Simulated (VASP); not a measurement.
Crystal: Se.

```
Se
1.0
     2.43145    0.00000    0.00000
    -0.81048    2.29240    0.00000
    -0.81048   -1.14620    1.98527
Se
1
Direct
  0.00000 0.00000 0.00000
```

Base run:

| Quantity | Value |
| --- | --- |
| Program | VASP 6.6.1 |
| Functional | PBE |
| Potentials or basis | VASP PAW PBE potentials, release 64 (Se) |
| Cutoff | 520 eV |
| k mesh | 16 × 16 × 16 |
| Occupations | fermi-dirac, width 0.1 eV |
| Spin | no spin polarisation |

Its results: band gap on the k mesh zero (band 3 reaches 23.00 eV, above the bottom of band 4 at 6.96 eV); pressure 172.5 GPa.

Question: The run is repeated on the same cell with these changes: functional from PBE to PBEsol. What comes out?

Answer: Band gap on the k mesh zero (band 3 reaches 22.86 eV, above the bottom of band 4 at 6.81 eV); pressure 163.5 GPa.

PBEsol binds more tightly than PBE, so the same cell stands under less pressure.

Caveats: the PAW data sets were made with another functional, which shifts forces and pressure a little (some runs).
